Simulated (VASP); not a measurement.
Zn2C:

```
C Zn
1.0
     0.00000    2.60427    2.60427
     2.60427    0.00000    2.60427
     2.60427    2.60427    0.00000
C Zn
1 2
Direct
  0.00000 0.00000 0.00000
  0.25000 0.25000 0.25000
  0.75000 0.75000 0.75000
```

- Program: VASP 6.6.1
- Task: relaxation of cell and atoms
- Functional: r2SCAN
- Potentials or basis: VASP PAW PBE potentials, release 64 (C, Zn)
- Cutoff: 600 eV
- k mesh: 8 × 8 × 8
- Occupations: fermi-dirac, width 0.02 eV
- Spin: no spin polarisation

At the start: pressure -3.7 GPa; volume 11.78 Å³/atom.

**Question.** Where does the relaxation end?

**Answer.** Over 7 steps the energy falls by 4.1 meV/atom and the volume is 11.46 Å³/atom (-2.7 %); space group Fm-3m (No. 225, to 0.05 Å).

The path:
| step | energy change (eV) | largest force (eV/Å) | pressure (GPa) | volume (Å³) |
| --- | --- | --- | --- | --- |
| 1 | 0.0000 | 0.0000 | -3.68 | 35.33 |
| 2 | -0.0104 | 0.0000 | 1.76 | 33.96 |
| 3 | -0.0123 | 0.0000 | -0.10 | 34.32 |
| 4 | -0.0123 | 0.0000 | 0.38 | 34.30 |
| 5 | -0.0122 | 0.0000 | -0.34 | 34.43 |
| 6 | -0.0123 | 0.0000 | 0.21 | 34.34 |
| 7 | -0.0123 | 0.0000 | -0.04 | 34.37 |

Final structure:
```xyz
3
Lattice="0.0000 2.5806 2.5806 2.5806 0.0000 2.5806 2.5806 2.5806 0.0000" Properties=species:S:1:pos:R:3 pbc="T T T"
C     0.0000    2.5806    2.5806
Zn    1.2903    1.2903    1.2903
Zn    3.8710    3.8710    3.8710
```

Caveat: the PAW data sets were made with another functional, which shifts forces and pressure a little.
